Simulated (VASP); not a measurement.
# P (P6_422) in VASP: density of states with PBE

Aim: the density of states of P with PBE.

Everything below comes from runs of VASP 6.6.1. Logs are shortened: lines on timing, memory, paths and dates and some standing lists are left out, and cuts for length are marked.

## Step 1: The cell of the first run

It takes space group P6_422 (No. 181, hexagonal). Conventional cell: a = 5.122 Å, b = 5.122 Å, c = 5.303 Å, α = 90.00°, β = 90.00°, γ = 120.00°. P (site symmetry 2) has 3 P at 2.15 to 2.31 Å within 2.8 Å.

## Step 2: Density of states, PBE

Contents of POSCAR:

```
P
1.0
    5.1222199329      0.0000000000      0.0000000000
   -2.5611099665      4.4359725857      0.0000000000
    0.0000000000      0.0000000000      5.3034313423
P
6
Direct
    0.2900909461      0.0000000000      0.5000000000
    0.0000000000      0.2900909461      0.8333333333
    0.7099090539      0.7099090539      0.1666666667
    0.7099090539      0.0000000000      0.5000000000
    0.0000000000      0.7099090539      0.8333333333
    0.2900909461      0.2900909461      0.1666666667
```

Contents of INCAR.step1:

```
PREC = Accurate
ENCUT = 520
EDIFF = 1E-6
ISMEAR = 0
SIGMA = 0.1
LREAL = False
LASPH = True
NELM = 80
ALGO = Normal
ISIF = 2
LWAVE = False
LCHARG = True
GGA = PE
NBANDS = 24
```

Contents of KPOINTS.step1:

```
Automatic mesh
0
Gamma
  12 12 8
```

Contents of INCAR.step2:

```
PREC = Accurate
ENCUT = 520
EDIFF = 1E-6
ISMEAR = -5
SIGMA = 0.1
LREAL = False
LASPH = True
NELM = 80
ALGO = Normal
ISIF = 2
LWAVE = False
LCHARG = False
GGA = PE
LORBIT = 11
NEDOS = 1001
ICHARG = 11
```

Contents of KPOINTS.step2:

```
Automatic mesh
0
Gamma
  18 18 12
```

Potentials or basis: VASP PAW PBE potentials, release 64 (P).

Started as:

```
cat potpaw_PBE.64/P/POTCAR > POTCAR
cp INCAR.step1 INCAR
cp KPOINTS.step1 KPOINTS
mpirun -np 1 vasp_std > vasp.out
cp INCAR.step2 INCAR
cp KPOINTS.step2 KPOINTS
mpirun -np 1 vasp_std > vasp.out
```

OUTCAR:

```text
PREC = Accurate
   ENCUT = 520
   EDIFF = 1E-6
   ISMEAR = -5
   LREAL = False
   LASPH = True
   NELM = 80
   ISIF = 2
   GGA = PE
   LORBIT = 11
   ICHARG = 11

 ion  position               nearest neighbor table
   1  0.290  0.000  0.500-   4 2.15   5 2.31   6 2.31
   2  0.000  0.290  0.833-   5 2.15   4 2.31   6 2.31
   3  0.710  0.710  0.167-   6 2.15   4 2.31   5 2.31
   4  0.710  0.000  0.500-   1 2.15   2 2.31   3 2.31
   5  0.000  0.710  0.833-   2 2.15   1 2.31   3 2.31
   6  0.290  0.290  0.167-   3 2.15   1 2.31   2 2.31

  LATTYP: Found a hexagonal cell.
 ALAT       =     5.1222199329
 C/A-ratio  =     1.0353775144

  Lattice vectors:

 A1 = (   5.1222199329,   0.0000000000,   0.0000000000)
 A2 = (  -2.5611099665,   4.4359725857,   0.0000000000)
 A3 = (   0.0000000000,   0.0000000000,   5.3034313423)

Analysis of symmetry for initial positions (statically):
=====================================================================
 Subroutine PRICEL returns:
 Original cell was already a primitive cell.

 Routine SETGRP: Setting up the symmetry group for a
 hexagonal supercell.

 Subroutine GETGRP returns: Found 12 space group operations
 (whereof  4 operations were pure point group operations)
 out of a pool of 24 trial point group operations.

The static configuration has the point symmetry D_2 .
 The point group associated with its full space group is D_6 .

Analysis of symmetry for dynamics (positions and initial velocities):
=====================================================================
 Subroutine PRICEL returns:
 Original cell was already a primitive cell.

 Routine SETGRP: Setting up the symmetry group for a
 hexagonal supercell.

 Subroutine GETGRP returns: Found 12 space group operations
 (whereof  4 operations were pure point group operations)
 out of a pool of 24 trial point group operations.

The dynamic configuration has the point symmetry D_2 .
 The point group associated with its full space group is D_6 .

 Subroutine INISYM returns: Found 12 space group operations
 (whereof  4 operations are pure point group operations),
 and found     1 'primitive' translations

----------------------------------------------------------------------------------------

                                     Primitive cell

  volume of cell :     120.5047
[... 105 lines left out ...]
   ISIF   =      2    stress and relaxation
   ISYM   =      2    0-nonsym 1-usesym 2-fastsym
   POTIM  = 0.5000    time-step for ionic-motion
   TEBEG  =    0.0;   TEEND  =   0.0 temperature during run
   PSTRESS=    0.0 pullay stress
   NELECT =      30.0000    total number of electrons
   NUPDOWN=      -1.0000    fix difference up-down
   EMIN   =  10.00;   EMAX   =-10.00  energy-range for DOS
   EFERMI =   0.00;   METHOD = LEGACY
   ISMEAR =    -5;   SIGMA  =   0.10  broadening in eV -4-tet -1-fermi 0-gaus
   EFERMI_NEDOS =   21; number of points for ismear=-14 and -15
   IALGO  =     38    algorithm
   IMIX   =      4    mixing-type and parameters
     AMIX     =   0.40;   BMIX     =  1.00
     AMIX_MAG =   1.60;   BMIX_MAG =  1.00
  volume/ion in A,a.u.               =      20.08       135.53
  Fermi-wavevector in a.u.,A,eV,Ry     =   1.029866  1.946164 14.430656  1.060623
  Thomas-Fermi vector in A             =   2.163935
   LORBIT       =     11    0 simple, 1 ext, 2 COOP (PROOUT), +10 PAW based schemes
   GGA     = PE    functional components
   LHFCALC =     F    Hartree Fock is set to
   AEXX    =    0.0000 exact exchange contribution
   IVDW    =     0    specifies the selected vdW correction
   LEPSILON=     F    determine dielectric tensor
   LRPA    =     F    only Hartree local field effects (RPA)
 non-spin polarized calculation
 Fermi weights with tetrahedron method with Bloechl corrections
  energy-cutoff  :      520.00
  volume of cell :      120.50
 maximum number of plane-waves:      3296
 NGX is ok and might be reduce to    40

 number of electron      29.9999997 magnetization

 Free energy of the ion-electron system (eV)
  ---------------------------------------------------
  ext. energy  EPLUGINS =         0.00000000
  ---------------------------------------------------
  free energy    TOTEN  =       -28.62711450 eV

  energy without entropy =      -28.62711450  energy(sigma->0) =      -28.62711450

 E-fermi :   5.2881     XC(G=0):  -9.5971

 val. band max:        5.3167493426   @ k =   0.3333  -0.0000   0.0000
 cond. band min:       5.1982369832   @ k =   0.5000   0.0000   0.1667
 fundamental gap:     -0.1185123593
 Fermi energy:         5.2881339596

 k-point     1 :       0.0000    0.0000    0.0000
  band No.  band energies     occupation
      1      -9.4266      2.00000
      2      -6.1053      2.00000
      3      -6.1053      2.00000
      4      -4.2486      2.00000
      5      -4.2486      2.00000
      6      -1.5344      2.00000
[... 505 lines left out ...]
      6      -2.3534      2.00000
[... 11 lines left out ...]
     18       6.7632      0.00000
     19       8.2636      0.00000

 [... further k-points ...]
[... 5 lines left out ...]
  --------------------------------------------------------------------------------------
  -------------------------------------------------------------------------------------
  Total       -0.1634758     -0.1634758     -0.0984999      0.0000000      0.0000000      0.0000000
  in kB       -2.1735018     -2.1735018     -1.3096115      0.0000000      0.0000000      0.0000000
  external PRESSURE =      -1.8855383 kB  Pullay stress =       0.0000000 kB

 VOLUME and BASIS-vectors are now :
 -----------------------------------------------------------------------------
  energy-cutoff  :      520.00
  volume of cell :      120.50
      direct lattice vectors                 reciprocal lattice vectors
     5.122219933  0.000000000  0.000000000     0.195227853  0.112714853  0.000000000
    -2.561109967  4.435972586  0.000000000     0.000000000  0.225429707  0.000000000
     0.000000000  0.000000000  5.303431342     0.000000000  0.000000000  0.188557169

 POSITION                                       TOTAL-FORCE (eV/Angst)
 -----------------------------------------------------------------------------------
      1.48591      0.00000      2.65172         0.031447      0.000000     -0.000000
     -0.74295      1.28684      4.41953        -0.015723      0.027234     -0.000000
      1.81816      3.14914      0.88391        -0.015723     -0.027234      0.000000
      3.63631      0.00000      2.65172        -0.031447      0.000000     -0.000000
     -1.81816      3.14914      4.41953         0.015723     -0.027234     -0.000000
      0.74295      1.28684      0.88391         0.015723      0.027234      0.000000
 -----------------------------------------------------------------------------------
    total drift:                                0.000000      0.000000     -0.000000

  FREE ENERGIE OF THE ION-ELECTRON SYSTEM (eV)
  ---------------------------------------------------
  free  energy   TOTEN  =       -28.6271144972 eV

  energy  without entropy=      -28.6271144972  energy(sigma->0) =      -28.62711450

 total charge

# of ion       s       p       d       tot
------------------------------------------
    1        1.093   1.324   0.000   2.418
    2        1.093   1.324   0.000   2.418
    3        1.093   1.324   0.000   2.418
    4        1.093   1.324   0.000   2.418
    5        1.093   1.324   0.000   2.418
    6        1.093   1.324   0.000   2.418
--------------------------------------------------
tot          6.561   7.944   0.000  14.505
```

Run time: 4.6 min. Hardware: 1 thread of AMD EPYC 9R45 (Zen 5), shared host; peak memory 0.48 GiB.

Results:

```
Valence electrons inside the program's atomic spheres : P 2.42
```

Levels at points of the mesh, in eV from the Fermi level:
```tsv
k point	band 11	band 12	band 13	band 14	band 15	band 16	band 17	band 18	band 19
(0.00, 0.00, 0.00)	-1.57	-1.57	-1.12	-1.12	-0.85	-0.77	0.30	0.30	2.70
(0.50, 0.00, 0.00)	-2.61	-2.31	-2.01	-0.80	-0.47	0.68	1.16	1.20	3.37
(0.00, 0.00, 0.50)	-1.85	-1.85	-1.40	-1.40	-0.29	0.36	1.42	1.42	2.87
(0.50, 0.00, 0.50)	-2.72	-1.93	-0.54	-0.36	-0.13	0.16	0.99	1.72	1.99
```

Caveat: tetrahedron occupations give inexact forces and stress in metals.
